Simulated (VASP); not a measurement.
Input of a VASP 6.6.1 run:

The input INCAR:

```
  ALGO = Normal
  EDIFF = 1E-7
  ENCUT = 520
  GGA = PS
  ISIF = 2
  ISMEAR = -1
  ISPIN = 2
  LASPH = True
  LCHARG = False
  LMAXMIX = 4
  LORBIT = 11
  LREAL = False
  LWAVE = False
  MAGMOM = 2 2
  NBANDS = 20
  NELM = 150
  PREC = Accurate
  SIGMA = 0.05
```

The input KPOINTS:

```
k-points
0
Gamma
  9 9 5
```

The input POSCAR:

```
Co
1.0
    2.4511876471      0.0000000000      0.0000000000
   -1.2255938235      2.1227907718      0.0000000000
    0.0000000000      0.0000000000      3.9716416280
Co
2
Direct
    0.3333333333      0.6666666667      0.7499966001
    0.6666666667      0.3333333333      0.2500033999
```

Potentials or basis: VASP PAW PBE potentials, release 64 (Co).

The run is started by

```console
$ cat potpaw_PBE.64/Co/POTCAR > POTCAR
$ mpirun -np 1 vasp_std > vasp.out
```

Q: Predict the pressure.

A: -0.8 GPa.

Q: Predict the site moments.

A: Co +1.53 μB.

Q: Predict the net moment.

A: 3.04 μB per cell.

Caveat: the PAW data sets were made with another functional, which shifts forces and pressure a little.
